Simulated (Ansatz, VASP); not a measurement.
## W: VASP beside Ansatz

File INCAR:

```
SYSTEM = W
PREC = Accurate
ENCUT = 520
EDIFF = 1E-6
ISMEAR = 0
SIGMA = 0.15
LREAL = .False.
LASPH = .True.
NELM = 60
ALGO = Fast
ISIF = 2
LWAVE = .False.
LCHARG = .False.
GGA = PE
NBANDS = 66
```

KPOINTS

```
Automatic mesh
0
Gamma
  10 10 10
  0 0 0
```

File POSCAR:

```
W
1.0
   -3.1946000000     -3.1946000000      3.1946000000
   -3.1946000000      3.1946000000     -3.1946000000
    3.1946000000     -3.1946000000     -3.1946000000
W
8
Direct
    0.5361453872      0.5000000000      0.5000000000
    0.0000000000      0.5000000000      0.5000000000
    0.5000000000      0.0000000000      0.5000000000
    0.0000000000      0.0000000000      0.5000000000
    0.5000000000      0.5000000000      0.0000000000
    0.0000000000      0.5000000000      0.0000000000
    0.5000000000      0.0000000000      0.0000000000
    0.0000000000      0.0000000000      0.0000000000
```

Input for Ansatz:

```yaml
crystal:
  lattice:
    - [-3.1946, -3.1946, 3.1946]
    - [-3.1946, 3.1946, -3.1946]
    - [3.1946, -3.1946, -3.1946]
  atoms:
    - { symbol: W, position: [0.5361453872, 0.5, 0.5] }
    - { symbol: W, position: [0.0, 0.5, 0.5] }
    - { symbol: W, position: [0.5, 0.0, 0.5] }
    - { symbol: W, position: [0.0, 0.0, 0.5] }
    - { symbol: W, position: [0.5, 0.5, 0.0] }
    - { symbol: W, position: [0.0, 0.5, 0.0] }
    - { symbol: W, position: [0.5, 0.0, 0.0] }
    - { symbol: W, position: [0.0, 0.0, 0.0] }
basis:
  ecutwfc: 420
kpoints:
  mp_grid: { grid: [10, 10, 10] }
hamiltonian:
  xc: pbe
scf:
  occupations: { method: gaussian, width: 0.15 }
output:
  forces: true
  stress: true
  eigenvalues: true
```

Alike in both runs: task single point; functional PBE; k mesh 10 × 10 × 10; occupations gaussian, width 0.15 eV; no spin polarisation.

|  | VASP | Ansatz |
| --- | --- | --- |
| version | VASP 6.6.1 | Ansatz 0.2.0 |
| potentials or method | VASP PAW PBE potentials, release 64 (W_sv), cutoff 520 eV | scalar-relativistic, plane waves, PAW |
| valence electrons in the cell | 112 | 112 |

Ansatz gave:

| Property | Result |
| --- | --- |
| gap on the k mesh at the Fermi level (eV) | none |
| pressure (GPa) | -1.7 |
| traceless stress, the component that is largest in VASP (GPa) | 0.10 |
| rms of the force components (eV/Å) | 0.762 |

Task: Which values does VASP return?

Result: gap on the k mesh at the Fermi level (eV): none; pressure (GPa): -1.2; traceless stress, the component that is largest in VASP (GPa): 0.12; rms of the force components (eV/Å): 0.771.

Atom by atom the forces differ by 0.009 eV/Å (rms over components). A gap of «none» marks a metal or a gap that the smearing closes.

Neither program's run includes spin-orbit coupling.
